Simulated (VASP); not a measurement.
# Ba (Im-3m) in VASP: notebook

Runs on Ba. Level: r2SCAN. Tasks: single point.

Everything below comes from runs of VASP 6.6.1. Logs are shortened: lines on timing, memory, paths and dates and some standing lists are left out, and cuts for length are marked.

### 1 The cell of the first run

It takes space group Im-3m (No. 229, cubic). Conventional cell: a = 5.013 Å, b = 5.013 Å, c = 5.013 Å, α = 90.00°, β = 90.00°, γ = 90.00°. Within 5.7 Å of Ba (site symmetry m-3m) lie 14 Ba at 4.34 to 5.01 Å.

### 2 Single point, r2SCAN

The input, POSCAR:

```
Ba
1.0
   -2.5065000000      2.5065000000      2.5065000000
    2.5065000000     -2.5065000000      2.5065000000
    2.5065000000      2.5065000000     -2.5065000000
Ba
1
Direct
    0.0000000000      0.0000000000      0.0000000000
```

The input, INCAR.step1:

```
ALGO = Normal
EDIFF = 1E-4
ENCUT = 520
GGA = PE
ISMEAR = -1
LASPH = T
LCHARG = F
LREAL = F
LWAVE = T
NBANDS = 11
NELM = 80
PREC = Accurate
SIGMA = 0.05
```

The input, INCAR.step2:

```
ALGO = Normal
EDIFF = 1E-7
ENCUT = 520
ISIF = 2
ISMEAR = -1
ISTART = 1
LASPH = T
LCHARG = F
LMIXTAU = T
LREAL = F
LWAVE = F
METAGGA = R2SCAN
NBANDS = 11
NELM = 80
PREC = Accurate
SIGMA = 0.05
```

The input, KPOINTS:

```
k-points
0
Gamma
  8 8 8
```

Potentials or basis: VASP PAW PBE potentials, release 64 (Ba_sv).

Launch:

```bash
> cat potpaw_PBE.64/Ba_sv/POTCAR > POTCAR
> cp INCAR.step1 INCAR
> mpirun -np 1 vasp_std > vasp.out
> cp INCAR.step2 INCAR
> mpirun -np 1 vasp_std > vasp.out
```

OUTCAR:

```text
EDIFF = 1E-7
   ENCUT = 520
   ISIF = 2
   ISMEAR = -1
   ISTART = 1
   LASPH = T
   LREAL = F
   METAGGA = R2SCAN
   NELM = 80
   PREC = Accurate

 ion  position               nearest neighbor table
   1  0.000  0.000  0.000-

  LATTYP: Found a body centered cubic cell.
 ALAT       =     5.0130000000

  Lattice vectors:

 A1 = (  -2.5065000000,   2.5065000000,   2.5065000000)
 A2 = (   2.5065000000,  -2.5065000000,   2.5065000000)
 A3 = (   2.5065000000,   2.5065000000,  -2.5065000000)

Analysis of symmetry for initial positions (statically):
=====================================================================
 Subroutine PRICEL returns:
 Original cell was already a primitive cell.

 Routine SETGRP: Setting up the symmetry group for a
 body centered cubic supercell.

 Subroutine GETGRP returns: Found 48 space group operations
 (whereof 48 operations were pure point group operations)
 out of a pool of 48 trial point group operations.

The static configuration has the point symmetry O_h .

Analysis of symmetry for dynamics (positions and initial velocities):
=====================================================================
 Subroutine PRICEL returns:
 Original cell was already a primitive cell.

 Routine SETGRP: Setting up the symmetry group for a
 body centered cubic supercell.

 Subroutine GETGRP returns: Found 48 space group operations
 (whereof 48 operations were pure point group operations)
 out of a pool of 48 trial point group operations.

The dynamic configuration has the point symmetry O_h .

 Subroutine INISYM returns: Found 48 space group operations
 (whereof 48 operations are pure point group operations),
 and found     1 'primitive' translations

----------------------------------------------------------------------------------------

                                     Primitive cell

  volume of cell :      62.9888

  direct lattice vectors                    reciprocal lattice vectors
    -2.506500000  2.506500000  2.506500000     0.000000000  0.199481348  0.199481348
     2.506500000 -2.506500000  2.506500000     0.199481348  0.000000000  0.199481348
     2.506500000  2.506500000 -2.506500000     0.199481348  0.199481348  0.000000000

  length of vectors
     4.341385349  4.341385349  4.341385349     0.282109228  0.282109228  0.282109228

  position of ions in fractional coordinates (direct lattice)
[... 80 lines left out ...]
   NSW    =      0    number of steps for IOM
   IBRION =     -1    ionic relax: 0-MD 1-quasi-New 2-CG
   NFREE  =      0    steps in history (QN), initial steepest desc. (CG)
   ISIF   =      2    stress and relaxation
   ISYM   =      2    0-nonsym 1-usesym 2-fastsym
   POTIM  = 0.5000    time-step for ionic-motion
   TEBEG  =    0.0;   TEEND  =   0.0 temperature during run
   PSTRESS=    0.0 pullay stress
   NELECT =      10.0000    total number of electrons
   NUPDOWN=      -1.0000    fix difference up-down
   EMIN   =  10.00;   EMAX   =-10.00  energy-range for DOS
   EFERMI =   0.00;   METHOD = LEGACY
   ISMEAR =    -1;   SIGMA  =   0.05  broadening in eV -4-tet -1-fermi 0-gaus
   EFERMI_NEDOS =   21; number of points for ismear=-14 and -15
   IALGO  =     38    algorithm
   IMIX   =      4    mixing-type and parameters
     AMIX     =   0.40;   BMIX     =  1.00
     AMIX_MAG =   1.60;   BMIX_MAG =  1.00
  volume/ion in A,a.u.               =      62.99       425.07
  Fermi-wavevector in a.u.,A,eV,Ry     =   0.886449  1.675146 10.691349  0.785792
  Thomas-Fermi vector in A             =   2.007617
   LORBIT       =      0    0 simple, 1 ext, 2 COOP (PROOUT), +10 PAW based schemes
   METAGGA = R2SCAN    functional components
   LHFCALC =     F    Hartree Fock is set to
   AEXX    =    0.0000 exact exchange contribution
   IVDW    =     0    specifies the selected vdW correction
   LEPSILON=     F    determine dielectric tensor
   LRPA    =     F    only Hartree local field effects (RPA)
 non-spin polarized calculation
  energy-cutoff  :      520.00
  volume of cell :       62.99
 maximum number of plane-waves:      1724
   NGX = 17   NGY = 17   NGZ = 17

 number of electron       9.9999999 magnetization

 Free energy of the ion-electron system (eV)
  ---------------------------------------------------
  ext. energy  EPLUGINS =         0.00000000
  ---------------------------------------------------
  free energy    TOTEN  =       -26.43933713 eV

  energy without entropy =      -26.43230279  energy(sigma->0) =      -26.43581996

 E-fermi :   1.7057     XC(G=0):  -7.8302

 val. band max:        1.6533365124   @ k =   0.3750   0.2500   0.0000
 cond. band min:       1.8457036660   @ k =   0.5000   0.5000   0.2500
 fundamental gap:      0.1923671536
 Fermi energy:         1.7056715517

 k-point     1 :       0.0000    0.0000    0.0000
  band No.  band energies     occupation
      1     -28.1864      2.00000
      2     -12.7180      2.00000
      3     -12.7180      2.00000
      4     -12.7180      2.00000
      5      -1.1543      2.00000
      6       3.8666      0.00000
      7       3.8666      0.00000
      8       3.8666      0.00000
      9       5.2143      0.00000
     10       5.2143      0.00000
     11       9.0220      0.00000
[... 309 lines left out ...]
 k-point    24 :      -0.3750    0.3750    0.2500
  band No.  band energies     occupation
      1     -28.1286      2.00000
      2     -13.0697      2.00000
      3     -12.9306      2.00000
      4     -12.8899      2.00000
      5       1.3291      1.99893
      6       1.9367      0.01951
      7       3.8395      0.00000
      8       4.0644      0.00000
      9       5.6448      0.00000
     10       6.0296      0.00000
     11       9.3475      0.00000

 [... further k-points ...]

------------------------ aborting loop because EDIFF is reached ----------------------------------------

  FORCE on cell =-STRESS in cart. coord.  units (eV):
  Direction    XX          YY          ZZ          XY          YZ          ZX
  --------------------------------------------------------------------------------------
  -------------------------------------------------------------------------------------
  Total        0.1191332      0.1191332      0.1191332      0.0000000      0.0000000     -0.0000000
  in kB        3.0302618      3.0302618      3.0302618      0.0000000      0.0000000     -0.0000000
  external PRESSURE =       3.0302618 kB  Pullay stress =       0.0000000 kB

 VOLUME and BASIS-vectors are now :
 -----------------------------------------------------------------------------
  energy-cutoff  :      520.00
  volume of cell :       62.99
      direct lattice vectors                 reciprocal lattice vectors
    -2.506500000  2.506500000  2.506500000     0.000000000  0.199481348  0.199481348
     2.506500000 -2.506500000  2.506500000     0.199481348  0.000000000  0.199481348
     2.506500000  2.506500000 -2.506500000     0.199481348  0.199481348  0.000000000

 POSITION                                       TOTAL-FORCE (eV/Angst)
 -----------------------------------------------------------------------------------
      0.00000      0.00000      0.00000        -0.000000      0.000000     -0.000000
 -----------------------------------------------------------------------------------
    total drift:                                0.000000      0.000000     -0.000000

  FREE ENERGIE OF THE ION-ELECTRON SYSTEM (eV)
  ---------------------------------------------------
  free  energy   TOTEN  =       -26.4393371340 eV

  energy  without entropy=      -26.4323027889  energy(sigma->0) =      -26.43581996
```

OUTCAR.step1:

```text
EDIFF = 1E-4
   ENCUT = 520
   GGA = PE
   ISMEAR = -1
   LASPH = T
   LREAL = F
[... 551 lines left out ...]

 POSITION                                       TOTAL-FORCE (eV/Angst)
 -----------------------------------------------------------------------------------
      0.00000      0.00000      0.00000         0.000000     -0.000000     -0.000000
 -----------------------------------------------------------------------------------
    total drift:                                0.000000      0.000000     -0.000000

  FREE ENERGIE OF THE ION-ELECTRON SYSTEM (eV)
  ---------------------------------------------------
  free  energy   TOTEN  =        -1.9164629261 eV

  energy  without entropy=       -1.9085359978  energy(sigma->0) =       -1.91249946
```

Wall time 68 s (1 thread of AMD EPYC 7R13, shared host); peak memory 0.16 GiB.

What came out:

- Free energy: -26.4393 eV
- Pressure: 0.3 GPa
- Band gap on the k mesh: zero (bands 5 and 6 overlap by 1.20 eV)

Caveat: the PAW data sets were made with another functional, which shifts forces and pressure a little; spin-orbit coupling is left out, which moves the levels of the heavy elements.

(Part 1 of 2 ends here.)
